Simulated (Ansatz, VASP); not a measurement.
W: VASP beside Ansatz

INCAR

```
  ALGO = Fast
  EDIFF = 1E-7
  EDIFFG = -0.01
  ENCUT = 600
  GGA = CA
  IBRION = 2
  ISIF = 3
  ISMEAR = -1
  LASPH = T
  LCHARG = F
  LREAL = F
  LWAVE = F
  NELM = 60
  NSW = 60
  PREC = Accurate
  SIGMA = 0.05
```

File KPOINTS:

```
k-points
0
Gamma
  5 5 5
```

POSCAR

```
W
1.0
    5.0830000000      0.0000000000      0.0000000000
    0.0000000000      5.0830000000      0.0000000000
    0.0000000000      0.0000000000      5.0830000000
W
8
Direct
    0.5000000000      0.2500000000      0.0000000000
    0.5000000000      0.7500000000      0.0000000000
    0.7500000000      0.0000000000      0.5000000000
    0.2500000000      0.0000000000      0.5000000000
    0.0000000000      0.5000000000      0.7500000000
    0.0000000000      0.5000000000      0.2500000000
    0.5000000000      0.5000000000      0.5000000000
    0.0000000000      0.0000000000      0.0000000000
```

File input.yaml:

```yaml
crystal:
  lattice:
    - [5.083, 0.0, 0.0]
    - [0.0, 5.083, 0.0]
    - [0.0, 0.0, 5.083]
  atoms:
    - { symbol: W, position: [0.5, 0.25, 0.0] }
    - { symbol: W, position: [0.5, 0.75, 0.0] }
    - { symbol: W, position: [0.75, 0.0, 0.5] }
    - { symbol: W, position: [0.25, 0.0, 0.5] }
    - { symbol: W, position: [0.0, 0.5, 0.75] }
    - { symbol: W, position: [0.0, 0.5, 0.25] }
    - { symbol: W, position: [0.5, 0.5, 0.5] }
    - { symbol: W, position: [0.0, 0.0, 0.0] }
hamiltonian:
  xc: lda
  pseudopotentials: { kind: paw }
kpoints:
  mp_grid: { grid: [5, 5, 5] }
scf:
  occupations: { method: fermi_dirac, width: 0.05 }
output:
  forces: true
  stress: true
  eigenvalues: true
relax:
  f_tol: 0.01
  max_steps: 40
  cell: { stress_tol: 0.05 }
```

Alike in both runs: task relaxation of cell and atoms; functional LDA; k mesh 5 × 5 × 5; occupations fermi-dirac, width 0.05 eV; no spin polarisation.

|  | VASP | Ansatz |
| --- | --- | --- |
| version | VASP 6.6.1 | Ansatz 0.2.0 |
| potentials or method | VASP PAW LDA potentials, release 64 (W_sv) | Ansatz PAW |
| plane-wave cutoff (eV) | 600 | 420 |
| valence electrons in the cell | 112 | 112 |

Ansatz gave:

| Property | Result |
| --- | --- |
| gap on the k mesh at the Fermi level, each at its own relaxed structure (eV) | none |
| relaxed volume (Å³/atom) | 15.64 |
| relaxed length of the cell vector where the two differ most in proportion (Å) | 5.002 |

Question: What did VASP give for the same quantities?

Answer: gap on the k mesh at the Fermi level, each at its own relaxed structure (eV): none; relaxed volume (Å³/atom): 15.74; relaxed length of the cell vector where the two differ most in proportion (Å): 5.012.

LDA's correlation is that of Perdew and Zunger in VASP and of Perdew and Wang (1992) in Ansatz. A gap of «none» marks a metal or a gap that the smearing closes.

Neither program's run includes spin-orbit coupling. Noted on Ansatz's run: the plane-wave basis is chosen anew once the cell has moved, so the energies of steps on either side of that aren't comparable.
